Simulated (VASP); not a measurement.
# Hg (Fd-3m) in VASP: a series of runs, part 2 of 2

VASP 6.6.1.

**4. Single point, PBEsol**

This run uses another cell than the first one, of 25.68 Å³/atom.

File INCAR:

```
PREC = Accurate ; ENCUT = 500
EDIFF = 1E-6 ; ISMEAR = -1
SIGMA = 0.1 ; LREAL = F
LASPH = T ; NELM = 120
ALGO = Normal ; ISIF = 2
LWAVE = F ; LCHARG = F
GGA = PS ; NBANDS = 19
GGA_COMPAT = F
```

File KPOINTS:

```
regular mesh
0
Gamma
  7 7 7
```

File POSCAR:

```
Hg
1.0
    0.0000000000      2.9503083032      2.9503083032
    2.9503083032      0.0000000000      2.9503083032
    2.9503083032      2.9503083032      0.0000000000
Hg
2
Direct
    1.0000000000      1.0000000000      1.0000000000
    0.2500000000      0.2500000000      0.2500000000
```

Potentials or basis: VASP PAW PBE potentials, release 64 (Hg).

The run is started by

```console
$ cat potpaw_PBE.64/Hg/POTCAR > POTCAR
$ mpirun -np 1 vasp_std > vasp.out
```

OUTCAR:

```text
PREC = Accurate
   ENCUT = 500
   EDIFF = 1E-6
   ISMEAR = -1
   LREAL = F
   LASPH = T
   NELM = 120
   ISIF = 2
   GGA = PS

 ion  position               nearest neighbor table
   1  0.000  0.000  0.000-   2 2.56   2 2.56   2 2.56   2 2.56
   2  0.250  0.250  0.250-   1 2.56   1 2.56   1 2.56   1 2.56

  LATTYP: Found a face centered cubic cell.
 ALAT       =     5.9006166064

  Lattice vectors:

 A1 = (   0.0000000000,   2.9503083032,   2.9503083032)
 A2 = (   2.9503083032,   0.0000000000,   2.9503083032)
 A3 = (   2.9503083032,   2.9503083032,   0.0000000000)

Analysis of symmetry for initial positions (statically):
=====================================================================
 Subroutine PRICEL returns:
 Original cell was already a primitive cell.

 Routine SETGRP: Setting up the symmetry group for a
 face centered cubic supercell.

 Subroutine GETGRP returns: Found 48 space group operations
 (whereof 24 operations were pure point group operations)
 out of a pool of 48 trial point group operations.
[... 153 lines left out ...]
  ext. energy  EPLUGINS =         0.00000000
  ---------------------------------------------------
  free energy    TOTEN  =         0.22346140 eV

  energy without entropy =        0.24703813  energy(sigma->0) =        0.23524976

 E-fermi :   2.3923     XC(G=0): -10.2904

 val. band max:        2.2860136408   @ k =   0.2857   0.0000   0.0000
 cond. band min:       2.4506780836   @ k =  -0.4286   0.4286   0.0000
 fundamental gap:      0.1646644428
 Fermi energy:         2.3922556106

 k-point     1 :       0.0000    0.0000    0.0000
  band No.  band energies     occupation
      1      -7.2232      2.00000
      2      -6.4797      2.00000
      3      -6.4797      2.00000
      4      -6.4797      2.00000
      5      -6.4181      2.00000
      6      -6.4181      2.00000
[... 417 lines left out ...]
      6      -5.2464      2.00000
[... 11 lines left out ...]
     18      12.8815      0.00000
     19      17.5055      0.00000

------------------------ aborting loop because EDIFF is reached ----------------------------------------

  FORCE on cell =-STRESS in cart. coord.  units (eV):
  Direction    XX          YY          ZZ          XY          YZ          ZX
  --------------------------------------------------------------------------------------
  -------------------------------------------------------------------------------------
  Total        6.8618182      6.8618182      6.8618182      0.0000000      0.0000000      0.0000000
  in kB      214.0511624    214.0511624    214.0511624      0.0000000      0.0000000      0.0000000
  external PRESSURE =     214.0511624 kB  Pullay stress =       0.0000000 kB

 VOLUME and BASIS-vectors are now :
 -----------------------------------------------------------------------------
  energy-cutoff  :      500.00
  volume of cell :       51.36
      direct lattice vectors                 reciprocal lattice vectors
     0.000000000  2.950308303  2.950308303    -0.169473814  0.169473814  0.169473814
     2.950308303  0.000000000  2.950308303     0.169473814 -0.169473814  0.169473814
     2.950308303  2.950308303  0.000000000     0.169473814  0.169473814 -0.169473814

 POSITION                                       TOTAL-FORCE (eV/Angst)
 -----------------------------------------------------------------------------------
      0.00000      0.00000      0.00000        -0.000000     -0.000000     -0.000000
      1.47515      1.47515      1.47515         0.000000      0.000000      0.000000
 -----------------------------------------------------------------------------------
    total drift:                                0.000000     -0.000000      0.000000

  FREE ENERGIE OF THE ION-ELECTRON SYSTEM (eV)
  ---------------------------------------------------
  free  energy   TOTEN  =         0.2234613976 eV

  energy  without entropy=        0.2470381263  energy(sigma->0) =        0.23524976
```

OSZICAR:

```text
N       E                     dE             d eps       ncg     rms          rms(c)
DAV:   1     0.185088238187E+03    0.18509E+03   -0.12354E+04   776   0.117E+03
DAV:   2     0.427621464314E+01   -0.18081E+03   -0.17376E+03   778   0.318E+02
DAV:   3     0.395638429900E-01   -0.42367E+01   -0.42237E+01   901   0.547E+01
DAV:   4     0.309725831744E-01   -0.85913E-02   -0.85903E-02   837   0.243E+00
DAV:   5     0.309500787939E-01   -0.22504E-04   -0.22504E-04   865   0.112E-01    0.118E+01
DAV:   6     0.193213108224E+00    0.16226E+00   -0.29627E-01   859   0.568E+00    0.793E+00
DAV:   7     0.221106758965E+00    0.27894E-01   -0.73516E-02   868   0.228E+00    0.188E+00
DAV:   8     0.223545155280E+00    0.24384E-02   -0.12031E-02   828   0.131E+00    0.166E-01
DAV:   9     0.223490185510E+00   -0.54970E-04   -0.45183E-05   851   0.623E-02    0.410E-02
DAV:  10     0.223462215038E+00   -0.27970E-04   -0.25576E-05   834   0.373E-02    0.185E-02
DAV:  11     0.223461397562E+00   -0.81748E-06   -0.22923E-06   805   0.167E-02
   1 F= 0.22346140E+00 E0= 0.23524976E+00  d E =-.235767E-01
```

Wall time 15 s (1 thread of Intel Xeon Platinum 8259CL at 2.50GHz (Skylake/Cascade Lake), shared host); peak memory 0.17 GiB.

What came out:

* Free energy: 0.2235 eV
* Pressure: 21.4 GPa
* Band gap on the k mesh: zero (bands 12 and 13 overlap by 6.82 eV)

Levels at points of the mesh, in eV from the Fermi level:
```tsv
k point	band 8	band 9	band 10	band 11	band 12	band 13	band 14	band 15	band 16	band 17
(0.00, 0.00, 0.00)	-6.89	-6.89	-6.04	-6.04	6.26	7.01	7.01	7.01	7.76	8.16
```

Caveat: the cell stands under pressure; the PAW data sets were made with another functional, which shifts forces and pressure a little; spin-orbit coupling is left out, which moves the levels of the heavy elements.

**5. Overview**

```csv
cell,gap on the mesh (eV),pressure (GPa)
"a = 3.898 Å, angles 60.0°, 2 atoms",none,63.9
"a = 4.005 Å, angles 60.0°, 2 atoms",none,42.7
"a = 4.172 Å, angles 60.0°, 2 atoms",none,21.4
```

Alike in all rows: task single point; level PBEsol; potentials or basis VASP PAW PBE potentials, release 64 (Hg); no spin polarisation; k mesh 7 × 7 × 7; cutoff (eV) 500; smearing fermi-dirac 0.1 eV.

Caveats: the cell stands under pressure; the PAW data sets were made with another functional, which shifts forces and pressure a little; spin-orbit coupling is left out, which moves the levels of the heavy elements.

Total energies depend on the potentials used, so only differences within one code and one set of settings carry meaning.
